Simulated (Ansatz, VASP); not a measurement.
# Two plane-wave programs on Te

```
Te
1.0
     0.00000    3.36517    3.36517
     3.36517    0.00000    3.36517
     3.36517    3.36517    0.00000
Te
2
Cartesian
  3.3652 3.3652 3.3652
  5.0478 5.0478 5.0478
```

Alike in both runs: task single point; functional PBEsol; k mesh 6 × 6 × 6; occupations gaussian, width 0.1 eV; no spin polarisation.

|  | VASP | Ansatz |
| --- | --- | --- |
| version | VASP 6.6.1 | Ansatz 0.2.0 |
| potentials or method | VASP PAW PBE potentials, release 64 (Te), cutoff 520 eV | scalar-relativistic, plane waves, PAW |
| valence electrons in the cell | 12 | 32 |

VASP gave:

```
gap on the k mesh at the Fermi level (eV) : none
pressure (GPa)                            : 5.7
```

Q: Estimate Ansatz's values.

A: gap on the k mesh at the Fermi level (eV): none; pressure (GPa): 5.6.

VASP's potentials were made for PBE, not for PBEsol. A gap of «none» marks a metal or a gap that the smearing closes. VASP's potentials hold 12 valence electrons a cell and Ansatz's 32, so a difference there can come from the potentials and not from the codes.

Neither program's run includes spin-orbit coupling.
